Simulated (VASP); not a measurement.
# Fe (Pm-3m) in VASP: further runs, part 2 of 3

VASP 6.6.1.

## 3. Single point, RPBE, collinear spin, ferromagnetic start (volume scaled by 0.96)

Input file INCAR:

```
SYSTEM = Fe
  PREC = Accurate
  ENCUT = 520
  EDIFF = 1E-7
  ISMEAR = -1
  SIGMA = 0.05
  LREAL = .False.
  LASPH = .True.
  NELM = 150
  ALGO = Normal
  ISIF = 2
  LWAVE = .False.
  LCHARG = .True.
  ISPIN = 2
  MAGMOM = 2.497
  LORBIT = 11
  LMAXMIX = 4
  GGA = RP
  LELF = .True.
  LVHAR = .True.
  NBANDS = 14
```

Input file KPOINTS:

```
regular mesh
0
Gamma
  15 15 15
  0 0 0
```

Input file POSCAR:

```
Fe
1.0
    2.3679035613      0.0000000000      0.0000000000
    0.0000000000      2.3679035613      0.0000000000
    0.0000000000      0.0000000000      2.3679035613
Fe
1
Direct
    0.0000000000      0.0000000000      0.0000000000
```

Potentials or basis: VASP PAW PBE potentials, release 64 (Fe).

On the command line:

```
$ cat potpaw_PBE.64/Fe/POTCAR > POTCAR
$ mpirun -np 1 vasp_std > vasp.out
```

OUTCAR:

```text
SYSTEM = Fe
   PREC = Accurate
   ENCUT = 520
   EDIFF = 1E-7
   ISMEAR = -1
   LREAL = .False.
   LASPH = .True.
   NELM = 150
   ISIF = 2
   ISPIN = 2
   LORBIT = 11
   GGA = RP

 ion  position               nearest neighbor table
   1  0.000  0.000  0.000-

  LATTYP: Found a simple cubic cell.
 ALAT       =     2.3679035613

  Lattice vectors:

 A1 = (   2.3679035613,   0.0000000000,   0.0000000000)
 A2 = (   0.0000000000,   2.3679035613,   0.0000000000)
 A3 = (   0.0000000000,   0.0000000000,   2.3679035613)

Analysis of symmetry for initial positions (statically):
=====================================================================
 Subroutine PRICEL returns:
 Original cell was already a primitive cell.

 Routine SETGRP: Setting up the symmetry group for a
 simple cubic supercell.

 Subroutine GETGRP returns: Found 48 space group operations
 (whereof 48 operations were pure point group operations)
 out of a pool of 48 trial point group operations.

The static configuration has the point symmetry O_h .

Analysis of symmetry for dynamics (positions and initial velocities):
=====================================================================
 Subroutine PRICEL returns:
 Original cell was already a primitive cell.

 Routine SETGRP: Setting up the symmetry group for a
 simple cubic supercell.

 Subroutine GETGRP returns: Found 48 space group operations
 (whereof 48 operations were pure point group operations)
 out of a pool of 48 trial point group operations.

The dynamic configuration has the point symmetry O_h .

Analysis of structural, dynamic, and magnetic symmetry:
=====================================================================
 Subroutine PRICEL returns:
 Original cell was already a primitive cell.

 Routine SETGRP: Setting up the symmetry group for a
 simple cubic supercell.

 Subroutine GETGRP returns: Found 48 space group operations
 (whereof 48 operations were pure point group operations)
 out of a pool of 48 trial point group operations.

The overall configuration has the point symmetry O_h .

 Subroutine INISYM returns: Found 48 space group operations
 (whereof 48 operations are pure point group operations),
 and found     1 'primitive' translations

----------------------------------------------------------------------------------------

                                     Primitive cell

  volume of cell :      13.2768

  direct lattice vectors                    reciprocal lattice vectors
     2.367903561  0.000000000  0.000000000     0.422314496  0.000000000  0.000000000
     0.000000000  2.367903561  0.000000000     0.000000000  0.422314496  0.000000000
     0.000000000  0.000000000  2.367903561     0.000000000  0.000000000  0.422314496

  length of vectors
     2.367903561  2.367903561  2.367903561     0.422314496  0.422314496  0.422314496

  position of ions in fractional coordinates (direct lattice)
     0.000000000  0.000000000  0.000000000

  ion indices of the primitive-cell ions
   primitive index   ion index
                 1           1

----------------------------------------------------------------------------------------

 KPOINTS: regular mesh

Automatic generation of k-mesh.
 Grid dimensions read from file:
 generate k-points for:   15   15   15

 Generating k-lattice:
[... 64 lines left out ...]
   EDIFFG = 0.1E-05   stopping-criterion for IOM
   NSW    =      0    number of steps for IOM
   IBRION =     -1    ionic relax: 0-MD 1-quasi-New 2-CG
   NFREE  =      0    steps in history (QN), initial steepest desc. (CG)
   ISIF   =      2    stress and relaxation
   ISYM   =      2    0-nonsym 1-usesym 2-fastsym
   POTIM  = 0.5000    time-step for ionic-motion
   TEBEG  =    0.0;   TEEND  =   0.0 temperature during run
   PSTRESS=    0.0 pullay stress
   NELECT =       8.0000    total number of electrons
   NUPDOWN=      -1.0000    fix difference up-down
   EMIN   =  10.00;   EMAX   =-10.00  energy-range for DOS
   EFERMI =   0.00;   METHOD = LEGACY
   ISMEAR =    -1;   SIGMA  =   0.05  broadening in eV -4-tet -1-fermi 0-gaus
   EFERMI_NEDOS =   21; number of points for ismear=-14 and -15
   IALGO  =     38    algorithm
   IMIX   =      4    mixing-type and parameters
     AMIX     =   0.40;   BMIX     =  1.00
     AMIX_MAG =   1.60;   BMIX_MAG =  1.00
  volume/ion in A,a.u.               =      13.28        89.60
  Fermi-wavevector in a.u.,A,eV,Ry     =   1.382741  2.613001 26.013965  1.911972
  Thomas-Fermi vector in A             =   2.507404
   LORBIT       =     11    0 simple, 1 ext, 2 COOP (PROOUT), +10 PAW based schemes
   GGA     = RP    functional components
   LHFCALC =     F    Hartree Fock is set to
   AEXX    =    0.0000 exact exchange contribution
   IVDW    =     0    specifies the selected vdW correction
   LEPSILON=     F    determine dielectric tensor
   LRPA    =     F    only Hartree local field effects (RPA)
 spin polarized calculation
  energy-cutoff  :      520.00
  volume of cell :       13.28
 maximum number of plane-waves:       370
 NGX is ok and might be reduce to    18
   NGX =  9   NGY =  9   NGZ =  9

 number of electron       8.0000006 magnetization       2.3658601

 Free energy of the ion-electron system (eV)
  ---------------------------------------------------
  ext. energy  EPLUGINS =         0.00000000
  ---------------------------------------------------
  free energy    TOTEN  =        -7.03563361 eV

  energy without entropy =       -7.02967400  energy(sigma->0) =       -7.03265381

 E-fermi :   4.7797     XC(G=0): -12.0622

 val. band max:        4.7582325344   @ k =   0.4667   0.2667   0.2000
 cond. band min:       4.7831978495   @ k =   0.4000   0.4000   0.1333
 fundamental gap:      0.0249653151
 Fermi energy:         4.7796508950

 spin component 1

 k-point     1 :       0.0000    0.0000    0.0000
  band No.  band energies     occupation
      1      -2.9812      1.00000
      2       0.9026      1.00000
      3       0.9026      1.00000
      4       4.1822      0.99999
      5       4.1822      0.99999
      6       4.1822      0.99999
      7      23.5385      0.00000
      8      23.5385      0.00000
      9      23.5385      0.00000
     10      27.3604      0.00000
     11      27.3604      0.00000
     12      31.7716      0.00000
     13      44.2146      0.00000
     14      44.2146      0.00000
[... 379 lines left out ...]
      3       2.4067      1.00000
      4       3.3284      1.00000
      5       3.8647      1.00000
      6       3.9211      1.00000
      7      12.8812      0.00000
      8      19.9601      0.00000
      9      28.0699      0.00000
     10      28.9218      0.00000
     11      29.6520      0.00000
     12      37.1809      0.00000
     13      37.9293      0.00000
     14      39.5882      0.00000

 [... further k-points ...]

 spin component 2

 k-point     1 :       0.0000    0.0000    0.0000
  band No.  band energies     occupation
      1      -2.7452      1.00000
      2       2.3803      1.00000
      3       2.3809      1.00000
      4       7.3122      0.00000
      5       7.3123      0.00000
      6       7.3131      0.00000
      7      24.1173      0.00000
      8      24.1173      0.00000
      9      24.1174      0.00000
     10      27.7166      0.00000
     11      27.7167      0.00000
     12      31.5741      0.00000
     13      44.5549      0.00000
     14      44.5549      0.00000
[... 379 lines left out ...]
      3       3.9946      1.00000
      4       6.0465      0.00000
      5       6.2889      0.00000
      6       6.9321      0.00000
      7      13.7040      0.00000
      8      20.5534      0.00000
      9      28.5474      0.00000
     10      29.6534      0.00000
     11      29.7392      0.00000
     12      37.4227      0.00000
     13      38.6155      0.00000
     14      39.8134      0.00000

 [... further k-points ...]
[... 5 lines left out ...]
  --------------------------------------------------------------------------------------
  -------------------------------------------------------------------------------------
  Total        0.3482228      0.3482228      0.3482228      0.0000000     -0.0000000     -0.0000000
  in kB       42.0219027     42.0219027     42.0219027      0.0000000     -0.0000000     -0.0000000
  external PRESSURE =      42.0219027 kB  Pullay stress =       0.0000000 kB

 VOLUME and BASIS-vectors are now :
 -----------------------------------------------------------------------------
  energy-cutoff  :      520.00
  volume of cell :       13.28
      direct lattice vectors                 reciprocal lattice vectors
     2.367903561  0.000000000  0.000000000     0.422314496  0.000000000  0.000000000
     0.000000000  2.367903561  0.000000000     0.000000000  0.422314496  0.000000000
     0.000000000  0.000000000  2.367903561     0.000000000  0.000000000  0.422314496

 POSITION                                       TOTAL-FORCE (eV/Angst)
 -----------------------------------------------------------------------------------
      0.00000      0.00000      0.00000         0.000000      0.000000      0.000000
 -----------------------------------------------------------------------------------
    total drift:                                0.000000      0.000000      0.000000

  FREE ENERGIE OF THE ION-ELECTRON SYSTEM (eV)
  ---------------------------------------------------
  free  energy   TOTEN  =        -7.0356336114 eV

  energy  without entropy=       -7.0296740005  energy(sigma->0) =       -7.03265381

 total charge

# of ion       s       p       d       tot
------------------------------------------
    1        0.495   0.411   6.266   7.171

 magnetization (x)

# of ion       s       p       d       tot
------------------------------------------
    1       -0.001  -0.017   2.379   2.361
```

OSZICAR:

```text
N       E                     dE             d eps       ncg     rms          rms(c)
DAV:   1     0.234170734863E+02    0.23417E+02   -0.38495E+03  7202   0.670E+02
DAV:   2    -0.650077181734E+01   -0.29918E+02   -0.27493E+02  7374   0.124E+02
DAV:   3    -0.753413294185E+01   -0.10334E+01   -0.10260E+01  8064   0.241E+01
DAV:   4    -0.753823929435E+01   -0.41064E-02   -0.41059E-02  8034   0.138E+00
DAV:   5    -0.753826380961E+01   -0.24515E-04   -0.24515E-04  8142   0.112E-01    0.890E+00
DAV:   6    -0.713407006844E+01    0.40419E+00   -0.86830E+00  8256   0.325E+01    0.594E+00
DAV:   7    -0.703801370033E+01    0.96056E-01   -0.81292E-01  8168   0.945E+00    0.319E+00
DAV:   8    -0.703957770534E+01   -0.15640E-02   -0.11527E-02  7712   0.659E-01    0.153E+00
DAV:   9    -0.703500650292E+01    0.45712E-02   -0.68541E-03  8292   0.436E-01    0.373E-01
DAV:  10    -0.703553349477E+01   -0.52699E-03   -0.32362E-03  7788   0.331E-01    0.884E-02
DAV:  11    -0.703563191448E+01   -0.98420E-04   -0.99991E-05  7338   0.681E-02    0.331E-02
DAV:  12    -0.703563074080E+01    0.11737E-05   -0.65579E-06  8184   0.258E-02    0.119E-02
DAV:  13    -0.703563404131E+01   -0.33005E-05   -0.42706E-06  7566   0.170E-02    0.241E-03
DAV:  14    -0.703563360642E+01    0.43489E-06   -0.12577E-07  7020   0.361E-03    0.889E-04
DAV:  15    -0.703563361136E+01   -0.49349E-08   -0.50511E-09  4140   0.663E-04
   1 F= -.70356336E+01 E0= -.70326538E+01  d E =-.595961E-02  mag=     2.3658
```

stdout:

```text
POSCAR found type information on POSCAR Fe
 POSCAR found :  1 types and       1 ions
 scaLAPACK will be used
 -----------------------------------------------------------------------------
|                                                                             |
|                                                                             |
|     You enforced a specific xc type in the INCAR file but a different       |
|     I HOPE YOU KNOW WHAT YOU ARE DOING!                                     |
|                                                                             |
 -----------------------------------------------------------------------------

 LDA part: xc-table for (Slater+PW92), standard interpolation
 POSCAR, INCAR and KPOINTS ok, starting setup
 FFT: planning ... GRIDC
 FFT: planning ... GRID_SOFT
 FFT: planning ... GRID
 WAVECAR not read
 entering main loop
```

It took 16 s on 1 thread of Intel Xeon 6975P-C (Granite Rapids), shared host; peak memory 0.14 GiB.

What came out:

```
Free energy                                           : -7.0356 eV
Pressure                                              : 4.2 GPa
Net moment                                            : 2.37 μB per cell
Site moments                                          : Fe +2.36 μB
Valence electrons inside the program's atomic spheres : Fe 7.17
```

Caveat: the cell differs from its parent crystal (volume scaled by 0.96); the PAW data sets were made with another functional, which shifts forces and pressure a little.

## 4. Single point, RPBE, collinear spin, ferromagnetic start

This run uses another cell than the first one, of 13.83 Å³/atom, 1.087 times its volume.

Input file INCAR:

```
SYSTEM = Fe
PREC = Accurate ; ENCUT = 520
EDIFF = 1E-6 ; ISMEAR = -1
SIGMA = 0.05 ; LREAL = .False.
LASPH = .True. ; NELM = 150
ALGO = Normal ; ISIF = 2
LWAVE = .False. ; LCHARG = .True.
ISPIN = 2 ; MAGMOM = 2.497
LORBIT = 11 ; LMAXMIX = 4
GGA = RP ; LELF = .True.
LVHAR = .True. ; NBANDS = 14
```

Input file KPOINTS:

```
Automatic mesh
0
Gamma
  15 15 15
  0 0 0
```

Input file POSCAR:

```
Fe
1.0
    2.4003446277      0.0000000000      0.0000000000
    0.0000000000      2.4003446277      0.0000000000
    0.0000000000      0.0000000000      2.4003446277
Fe
1
Direct
    0.0000000000      0.0000000000      0.0000000000
```

On the command line:

```
$ cat potpaw_PBE.64/Fe/POTCAR > POTCAR
$ mpirun -np 1 vasp_std > vasp.out
```

Wall time 16 s (1 thread of Intel Xeon 6975P-C (Granite Rapids), shared host); peak memory 0.14 GiB.

The run converged. Its results:

| Item | Value |
| --- | --- |
| Free energy | -7.0413 eV |
| Pressure | -0.6 GPa |
| Net moment | 2.43 μB per cell |
| Site moments | Fe +2.43 μB |
| Valence electrons inside the program's atomic spheres | Fe 7.10 |

Levels at points of the mesh, in eV from the Fermi level:
Spin up:
```
           k point  band 3  band 4  band 5  band 6  band 7  band 8
(0.00, 0.00, 0.00)   -3.77   -0.71   -0.71   -0.71   18.24   18.24
```
Spin down:
```csv
k point,band 1,band 2,band 3,band 4,band 5,band 6,band 7,band 8
"(0.00, 0.00, 0.00)",-7.34,-2.24,-2.24,2.48,2.48,2.48,18.81,18.81
```

Caveat: the PAW data sets were made with another functional, which shifts forces and pressure a little.

## 5. Single point, RPBE, collinear spin, ferromagnetic start (volume scaled by 1.04)

Input file INCAR:

```
SYSTEM = Fe
PREC = Accurate
ENCUT = 520
EDIFF = 1E-6
ISMEAR = -1
SIGMA = 0.05
LREAL = .FALSE.
LASPH = .TRUE.
NELM = 150
ALGO = Normal
ISIF = 2
LWAVE = .FALSE.
LCHARG = .TRUE.
ISPIN = 2
MAGMOM = 2.497
LORBIT = 11
LMAXMIX = 4
GGA = RP
LELF = .TRUE.
LVHAR = .TRUE.
NBANDS = 14
```

Input file KPOINTS:

```
regular mesh
0
G
  15 15 15
  0 0 0
```

Input file POSCAR:

```
Fe
1.0
    2.4319317319      0.0000000000      0.0000000000
    0.0000000000      2.4319317319      0.0000000000
    0.0000000000      0.0000000000      2.4319317319
Fe
1
Direct
    0.0000000000      0.0000000000      0.0000000000
```

On the command line:

```
$ cat potpaw_PBE.64/Fe/POTCAR > POTCAR
$ mpirun -np 1 vasp_std > vasp.out
```

Run time: 17 s. Hardware: 1 thread of Intel Xeon 6975P-C (Granite Rapids), shared host; peak memory 0.14 GiB.

It converged, with:

- Free energy: -7.0333 eV
- Pressure: -3.7 GPa
- Net moment: 2.54 μB per cell
- Site moments: Fe +2.54 μB
- Valence electrons inside the program's atomic spheres: Fe 7.04

Levels at points of the mesh, in eV from the Fermi level:
Spin up:
```
           k point  band 2  band 3  band 4  band 5  band 6  band 7  band 8  band 9
(0.00, 0.00, 0.00)   -3.69   -3.69   -0.81   -0.81   -0.81   17.75   17.75   17.75
```
Spin down:
| k point | band 1 | band 2 | band 3 | band 4 | band 5 | band 6 | band 7 |
| --- | --- | --- | --- | --- | --- | --- | --- |
| (0.00, 0.00, 0.00) | -7.15 | -2.04 | -2.03 | 2.47 | 2.47 | 2.47 | 18.34 |

Caveat: the cell differs from its parent crystal (volume scaled by 1.04); the PAW data sets were made with another functional, which shifts forces and pressure a little.

(Continued in part 3 of 3.)
